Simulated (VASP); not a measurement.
# SnSe (Fmmm) in VASP: further runs

The runs below take SnSe through single point, with LDA.

All numbers are computed with VASP 6.6.1; they aren't measurements. Logs are shortened: lines on timing, memory, paths and dates and some standing lists are left out, and cuts for length are marked.

**1. The cell of the first run**

The structure is orthorhombic, space group Fmmm (No. 69). Conventional cell: a = 5.716 Å, b = 5.893 Å, c = 6.070 Å, α = 90.00°, β = 90.00°, γ = 90.00°. Within 3.8 Å of Sn (site symmetry mmm) lie 6 Se at 2.86 to 3.04 Å. Within 3.8 Å of Se (site symmetry mmm) lie 6 Sn at 2.86 to 3.04 Å.

**2. Single point, LDA (strain +0.0300 x Voigt [1, -1, 0, 0, 0, 0])**

Contents of INCAR:

```
SYSTEM = SnSe
ALGO     = Normal         ! electronic algorithm
EDIFF    = 1E-6           ! SCF threshold, eV
ENCUT    = 520            ! plane-wave cutoff, eV
GGA      = CA             ! functional
ISIF     = 2              ! what is computed and relaxed
ISMEAR   = 0              ! smearing method
LASPH    = .TRUE.         ! aspherical terms in the spheres
LCHARG   = .FALSE.        ! write CHGCAR
LREAL    = .FALSE.        ! projectors in reciprocal space
LWAVE    = .FALSE.        ! write WAVECAR
NBANDS   = 17             ! bands
NELM     = 60             ! most SCF steps
PREC     = Accurate       ! precision mode
SIGMA    = 0.05           ! smearing width, eV
```

Contents of KPOINTS:

```
k-points
0
G
  8 8 8
  0 0 0
```

Contents of POSCAR:

```
SnSe
1.0
    0.0000000000      2.8582483370      2.9466477701
    3.0350472032      0.0000000000      2.9466477701
    3.0350472032      2.8582483370      0.0000000000
Sn Se
1 1
Direct
    0.0000000000      0.0000000000      0.0000000000
    0.5000000000      0.5000000000      0.5000000000
```

Potentials or basis: VASP PAW LDA potentials, release 64 (Sn_d, Se).

Started as:

```
> cat potpaw_LDA.64/Sn_d/POTCAR potpaw_LDA.64/Se/POTCAR > POTCAR
> mpirun -np 1 vasp_std > vasp.out
```

OUTCAR:

```text
SYSTEM = SnSe
   EDIFF = 1E-6
   ENCUT = 520
   GGA = CA
   ISIF = 2
   ISMEAR = 0
   LASPH = .TRUE.
   LREAL = .FALSE.
   NELM = 60
   PREC = Accurate

 ion  position               nearest neighbor table
   1  0.000  0.000  0.000-   2 2.86   2 2.86   2 2.95   2 2.95   2 3.04   2 3.04
   2  0.500  0.500  0.500-   1 2.86   1 2.86   1 2.95   1 2.95   1 3.04   1 3.04

  LATTYP: Found a face centered orthorhombic cell.
 ALAT       =     5.7164966740
 B/A-ratio  =     1.0309278351
 C/A-ratio  =     1.0618556701

  Lattice vectors:

 A1 = (  -3.0350472032,   0.0000000000,  -2.9466477701)
 A2 = (  -3.0350472032,   2.8582483370,   0.0000000000)
 A3 = (   0.0000000000,   2.8582483370,  -2.9466477701)

Analysis of symmetry for initial positions (statically):
=====================================================================
 Subroutine PRICEL returns:
 Original cell was already a primitive cell.

 Routine SETGRP: Setting up the symmetry group for a
 face centered orthorhombic supercell.

 Subroutine GETGRP returns: Found  8 space group operations
 (whereof  8 operations were pure point group operations)
 out of a pool of  8 trial point group operations.

The static configuration has the point symmetry D_2h.

Analysis of symmetry for dynamics (positions and initial velocities):
=====================================================================
 Subroutine PRICEL returns:
 Original cell was already a primitive cell.

 Routine SETGRP: Setting up the symmetry group for a
 face centered orthorhombic supercell.

 Subroutine GETGRP returns: Found  8 space group operations
 (whereof  8 operations were pure point group operations)
 out of a pool of  8 trial point group operations.

The dynamic configuration has the point symmetry D_2h.

 Subroutine INISYM returns: Found  8 space group operations
 (whereof  8 operations are pure point group operations),
 and found     1 'primitive' translations

----------------------------------------------------------------------------------------

                                     Primitive cell

  volume of cell :      51.1239

  direct lattice vectors                    reciprocal lattice vectors
     0.000000000  2.858248337  2.946647770    -0.164742084  0.174932316  0.169684346
     3.035047203  0.000000000  2.946647770     0.164742084 -0.174932316  0.169684346
     3.035047203  2.858248337  0.000000000     0.164742084  0.174932316 -0.169684346

  length of vectors
     4.105157322  4.230158934  4.169064053     0.294166698  0.294166698  0.294166698

  position of ions in fractional coordinates (direct lattice)
     0.000000000  0.000000000  0.000000000
     0.500000000  0.500000000  0.500000000

  ion indices of the primitive-cell ions
   primitive index   ion index
                 1           1
                 2           2

----------------------------------------------------------------------------------------

 KPOINTS: k-points

Automatic generation of k-mesh.
 Grid dimensions read from file:
 generate k-points for:    8    8    8

 Generating k-lattice:

  Cartesian coordinates                     Fractional coordinates (reciprocal lattice)
    -0.020592760  0.021866539  0.021210543     0.125000000  0.000000000  0.000000000
     0.020592760 -0.021866539  0.021210543     0.000000000  0.125000000 -0.000000000
     0.020592760  0.021866539 -0.021210543     0.000000000 -0.000000000  0.125000000

  Length of vectors
     0.036770837  0.036770837  0.036770837

  Shift w.r.t. Gamma in fractional coordinates (k-lattice)
     0.000000000  0.000000000  0.000000000

 Subroutine IBZKPT returns following result:
 ===========================================

 Found     95 irreducible k-points:

 Following reciprocal coordinates:
            Coordinates               Weight
  0.000000  0.000000  0.000000      1.000000
  0.125000 -0.000000 -0.000000      8.000000
  0.250000 -0.000000 -0.000000      8.000000
  0.375000 -0.000000 -0.000000      8.000000
  0.500000 -0.000000 -0.000000      4.000000
  0.125000  0.125000  0.000000      2.000000
[... 16 lines left out ...]
  0.250000 -0.000000  0.125000      8.000000
  0.375000 -0.000000  0.125000      8.000000
 [... further k-points ...]
   k-points           NKPTS =     95   k-points in BZ     NKDIM =     95   number of bands    NBANDS=     17
   number of dos      NEDOS =    301   number of ions     NIONS =      2
   total plane-waves  NPLWV =  32768
   dimension x,y,z NGX =    32 NGY =   32 NGZ =   32
   dimension x,y,z NGXF=    64 NGYF=   64 NGZF=   64
   ions per type =               1   1
   NGX,Y,Z   is equivalent  to a cutoff of  12.96, 12.58, 12.76 a.u.
   NGXF,Y,Z  is equivalent  to a cutoff of  25.92, 25.15, 25.52 a.u.
 SYSTEM =  SnSe
   PREC   = accura    normal or accurate (medium, high low for compatibility)
   ISTART =      0    job   : 0-new  1-cont  2-samecut
   ICHARG =      2    charge: 1-file 2-atom 10-const
   ISPIN  =      1    spin polarized calculation?
   LNONCOLLINEAR =      F non collinear calculations
   LSORBIT =      F    spin-orbit coupling
   LASPH  =      T    aspherical Exc in radial PAW
   ENCUT  =  520.0 eV  38.22 Ry    6.18 a.u.   7.63  7.87  7.75*2*pi/ulx,y,z
   NELM   =     60;   NELMIN=  2; NELMDL= -5     # of ELM steps
   EDIFF  = 0.1E-05   stopping-criterion for ELM
   LREAL  =      F    real-space projection
   EDIFFG = 0.1E-04   stopping-criterion for IOM
   NSW    =      0    number of steps for IOM
   IBRION =     -1    ionic relax: 0-MD 1-quasi-New 2-CG
   NFREE  =      0    steps in history (QN), initial steepest desc. (CG)
   ISIF   =      2    stress and relaxation
   ISYM   =      2    0-nonsym 1-usesym 2-fastsym
   POTIM  = 0.5000    time-step for ionic-motion
   TEBEG  =    0.0;   TEEND  =   0.0 temperature during run
   PSTRESS=    0.0 pullay stress
   NELECT =      20.0000    total number of electrons
   NUPDOWN=      -1.0000    fix difference up-down
   EMIN   =  10.00;   EMAX   =-10.00  energy-range for DOS
   EFERMI =   0.00;   METHOD = LEGACY
   ISMEAR =     0;   SIGMA  =   0.05  broadening in eV -4-tet -1-fermi 0-gaus
   EFERMI_NEDOS =   21; number of points for ismear=-14 and -15
   IALGO  =     38    algorithm
   IMIX   =      4    mixing-type and parameters
     AMIX     =   0.40;   BMIX     =  1.00
     AMIX_MAG =   1.60;   BMIX_MAG =  1.00
  volume/ion in A,a.u.               =      25.56       172.50
  Fermi-wavevector in a.u.,A,eV,Ry     =   1.197320  2.262607 19.504979  1.433576
  Thomas-Fermi vector in A             =   2.333238
   LORBIT       =      0    0 simple, 1 ext, 2 COOP (PROOUT), +10 PAW based schemes
   GGA     = CA    functional components
   LHFCALC =     F    Hartree Fock is set to
   AEXX    =    0.0000 exact exchange contribution
   IVDW    =     0    specifies the selected vdW correction
   LEPSILON=     F    determine dielectric tensor
   LRPA    =     F    only Hartree local field effects (RPA)
 non-spin polarized calculation
 Gauss-broadening in eV      SIGMA  =   0.05
  energy-cutoff  :      520.00
  volume of cell :       51.12
 maximum number of plane-waves:      1392
 NGX is ok and might be reduce to    32
   NGX = 15   NGY = 15   NGZ = 15

 number of electron      19.9999999 magnetization

 Free energy of the ion-electron system (eV)
  ---------------------------------------------------
  ext. energy  EPLUGINS =         0.00000000
  ---------------------------------------------------
  free energy    TOTEN  =        -9.46745623 eV

  energy without entropy =       -9.46745623  energy(sigma->0) =       -9.46745623

 E-fermi :   6.3731     XC(G=0): -10.1683

 val. band max:        6.1355659181   @ k =   0.5000   0.1250   0.1250
 cond. band min:       6.7680417238   @ k =  -0.3750   0.1250   0.0000
 fundamental gap:      0.6324758057
 Fermi energy:         6.3731043726

 k-point     1 :       0.0000    0.0000    0.0000
  band No.  band energies     occupation
      1     -15.3327      2.00000
      2     -15.3231      2.00000
      3     -15.3174      2.00000
      4     -15.3152      2.00000
      5     -15.3112      2.00000
      6      -8.1649      2.00000
[... 9 lines left out ...]
     16      12.2053      0.00000
     17      13.8809      0.00000

 k-point     2 :       0.1250   -0.0000   -0.0000
  band No.  band energies     occupation
      1     -15.3331      2.00000
      2     -15.3224      2.00000
      3     -15.3173      2.00000
      4     -15.3152      2.00000
      5     -15.3092      2.00000
      6      -8.0413      2.00000
[... 9 lines left out ...]
     16      12.4771      0.00000
     17      14.8934      0.00000

 k-point     3 :       0.2500   -0.0000   -0.0000
  band No.  band energies     occupation
      1     -15.3352      2.00000
      2     -15.3235      2.00000
      3     -15.3188      2.00000
      4     -15.3107      2.00000
      5     -15.3036      2.00000
      6      -7.7047      2.00000
[... 9 lines left out ...]
     16      13.4054      0.00000
     17      16.9764      0.00000

 k-point     4 :       0.3750   -0.0000   -0.0000
  band No.  band energies     occupation
      1     -15.3379      2.00000
      2     -15.3275      2.00000
      3     -15.3180      2.00000
      4     -15.3057      2.00000
      5     -15.2970      2.00000
      6      -7.2882      2.00000
[... 9 lines left out ...]
     16      14.9905      0.00000
     17      17.7993      0.00000
[... 343 lines left out ...]
      1     -15.3312      2.00000
      2     -15.3247      2.00000
      3     -15.3187      2.00000
      4     -15.3143      2.00000
      5     -15.3071      2.00000
      6      -7.9866      2.00000
[... 9 lines left out ...]
     16      13.1892      0.00000
     17      14.1481      0.00000

 k-point    23 :       0.2500   -0.0000    0.1250
  band No.  band energies     occupation
      1     -15.3317      2.00000
      2     -15.3252      2.00000
      3     -15.3233      2.00000
      4     -15.3099      2.00000
      5     -15.3017      2.00000
      6      -7.7071      2.00000
[... 9 lines left out ...]
     16      14.1736      0.00000
     17      15.4905      0.00000

 k-point    24 :       0.3750   -0.0000    0.1250
  band No.  band energies     occupation
      1     -15.3350      2.00000
      2     -15.3288      2.00000
      3     -15.3224      2.00000
      4     -15.3055      2.00000
      5     -15.2956      2.00000
      6      -7.3040      2.00000
[... 9 lines left out ...]
     16      15.7018      0.00000
     17      17.4278      0.00000

 [... further k-points ...]

------------------------ aborting loop because EDIFF is reached ----------------------------------------

  FORCE on cell =-STRESS in cart. coord.  units (eV):
  Direction    XX          YY          ZZ          XY          YZ          ZX
  --------------------------------------------------------------------------------------
  -------------------------------------------------------------------------------------
  Total       -1.1381479      1.6776777      0.0422368      0.0000000     -0.0000000      0.0000000
  in kB      -35.6685665     52.5769604      1.3236661      0.0000000     -0.0000000      0.0000000
  external PRESSURE =       6.0773533 kB  Pullay stress =       0.0000000 kB

 VOLUME and BASIS-vectors are now :
 -----------------------------------------------------------------------------
  energy-cutoff  :      520.00
  volume of cell :       51.12
      direct lattice vectors                 reciprocal lattice vectors
     0.000000000  2.858248337  2.946647770    -0.164742084  0.174932316  0.169684346
     3.035047203  0.000000000  2.946647770     0.164742084 -0.174932316  0.169684346
     3.035047203  2.858248337  0.000000000     0.164742084  0.174932316 -0.169684346

 POSITION                                       TOTAL-FORCE (eV/Angst)
 -----------------------------------------------------------------------------------
      0.00000      0.00000      0.00000        -0.000000     -0.000000      0.000000
      3.03505      2.85825      2.94665         0.000000      0.000000     -0.000000
 -----------------------------------------------------------------------------------
    total drift:                                0.000000     -0.000000     -0.000000

  FREE ENERGIE OF THE ION-ELECTRON SYSTEM (eV)
  ---------------------------------------------------
  free  energy   TOTEN  =        -9.4674562333 eV

  energy  without entropy=       -9.4674562333  energy(sigma->0) =       -9.46745623
```

Run time: 76 s. Hardware: 1 thread of Intel Xeon 8259CL, shared host; peak memory 0.21 GiB.

Results:

```yaml
Free_energy: -9.4675 eV
Pressure: 0.6 GPa
Band_gap_on_the_k_mesh: 0.63 eV (least direct gap 0.69 eV)
```

Caveat: the cell differs from its parent crystal (strain +0.0300 x Voigt [1, -1, 0, 0, 0, 0]); spin-orbit coupling is left out, which moves the levels of the heavy elements.

**3. Single point, LDA (strain +0.0250 x Voigt [1, -1, 0, 0, 0, 0])**

Contents of INCAR:

```
PREC = Accurate
ENCUT = 520
EDIFF = 1E-6
ISMEAR = 0
SIGMA = 0.05
LREAL = F
LASPH = T
NELM = 100
ALGO = Normal
ISIF = 2
LWAVE = F
LCHARG = F
NBANDS = 17
```

Contents of KPOINTS:

```
Automatic mesh
0
Gamma
  8 8 8
```

Contents of POSCAR:

```
SnSe
1.0
    0.0000000000      2.8729815758      2.9466477701
    3.0203139644      0.0000000000      2.9466477701
    3.0203139644      2.8729815758      0.0000000000
Sn Se
1 1
Direct
    0.0000000000      0.0000000000      0.0000000000
    0.5000000000      0.5000000000      0.5000000000
```

Potentials or basis: VASP PAW LDA potentials, release 64 (Sn_d, Se).

Started as:

```
> cat potpaw_LDA.64/Sn_d/POTCAR potpaw_LDA.64/Se/POTCAR > POTCAR
> mpirun -np 1 vasp_std > vasp.out
```

It took 85 s on 1 thread of Intel Xeon 8259CL, shared host; peak memory 0.21 GiB.

It converged, with:

```yaml
Free_energy: -9.4804 eV
Pressure: 0.5 GPa
Band_gap_on_the_k_mesh: 0.67 eV (least direct gap 0.73 eV)
```

Stress tensor (GPa, compression positive):
```
-3.04  0.00  0.00
 0.00  4.29  0.00
 0.00  0.00  0.13
```

Levels at points of the mesh, in eV from the valence-band top:
```
           k point  band 8  band 9  band 10  band 11  band 12  band 13
(0.00, 0.00, 0.00)   -2.55   -2.28    -2.05     3.93     4.52     5.20
(0.50, 0.00, 0.00)   -2.07   -1.97    -0.09     0.88     1.10     1.36
(0.50, 0.50, 0.00)   -5.87   -4.16    -3.57     2.85     5.06     6.36
(0.50, 0.00, 0.50)   -5.92   -4.08    -3.79     2.75     5.26     5.88
(0.00, 0.50, 0.50)   -5.82   -3.96    -3.66     2.93     5.49     6.04
```

Caveat: the cell differs from its parent crystal (strain +0.0250 x Voigt [1, -1, 0, 0, 0, 0]); spin-orbit coupling is left out, which moves the levels of the heavy elements.
